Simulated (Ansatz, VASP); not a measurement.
# Sb: VASP beside Ansatz

File INCAR:

```
SYSTEM = Sb
PREC     = Accurate       ! precision mode
ENCUT    = 520            ! plane-wave cutoff, eV
EDIFF    = 1E-7           ! SCF threshold, eV
ISMEAR   = -1             ! smearing method
SIGMA    = 0.05           ! smearing width, eV
LREAL    = .False.        ! projectors in reciprocal space
LASPH    = .True.         ! aspherical terms in the spheres
NELM     = 80             ! most SCF steps
ALGO     = Normal         ! electronic algorithm
ISIF     = 2              ! what is computed and relaxed
LWAVE    = .False.        ! write WAVECAR
LCHARG   = .False.        ! write CHGCAR
GGA      = PE             ! functional
NBANDS   = 12             ! bands
```

File KPOINTS:

```
regular mesh
0
Gamma
  6 6 6
  0 0 0
```

File POSCAR:

```
Sb
1.0
    2.1542000000      1.2437279499      3.7204200000
   -2.1542000000      1.2437279499      3.7204200000
    0.0000000000     -2.4874558998      3.7204200000
Sb
2
Direct
    0.7665100000      0.7665100000      0.7665100000
    0.2334900000      0.2334900000      0.2334900000
```

The input input.yaml:

```yaml
crystal:
  lattice:
    - [2.1542, 1.2437279499, 3.72042]
    - [-2.1542, 1.2437279499, 3.72042]
    - [0.0, -2.4874558998, 3.72042]
  atoms:
    - { symbol: Sb, position: [0.76651, 0.76651, 0.76651] }
    - { symbol: Sb, position: [0.23349, 0.23349, 0.23349] }
hamiltonian:
  xc: pbe
  pseudopotentials: { kind: paw }
kpoints:
  mp_grid: { grid: [6, 6, 6] }
scf:
  occupations: { method: fermi_dirac, width: 0.05 }
output:
  forces: true
  stress: true
  eigenvalues: true
  write_density: true
  write_potential: true
  elf: true
  volumetric_format: npy
```

Alike in both runs: task single point; functional PBE; k mesh 6 × 6 × 6; occupations fermi-dirac, width 0.05 eV; no spin polarisation.

|  | VASP | Ansatz |
| --- | --- | --- |
| version | VASP 6.6.1 | Ansatz 0.2.0 |
| potentials or method | VASP PAW PBE potentials, release 64 (Sb) | Ansatz PAW |
| plane-wave cutoff (eV) | 520 | 420 |
| valence electrons in the cell | 10 | 30 |

```tsv
	VASP	Ansatz	Ansatz less VASP
gap on the k mesh at the Fermi level (eV)	none	none	-
pressure (GPa)	3.4	3.3	-0.08
traceless stress, the component that is largest in VASP (GPa)	-0.05	-0.02	+0.029
rms of the force components (eV/Å)	0.103	0.078	-0.0242
```

Atom by atom the forces differ by 0.024 eV/Å (rms over components). A gap of «none» marks a metal or a gap that the smearing closes. VASP's potentials hold 10 valence electrons a cell and Ansatz's 30, so a difference there can come from the potentials and not from the codes.

Neither program's run includes spin-orbit coupling.
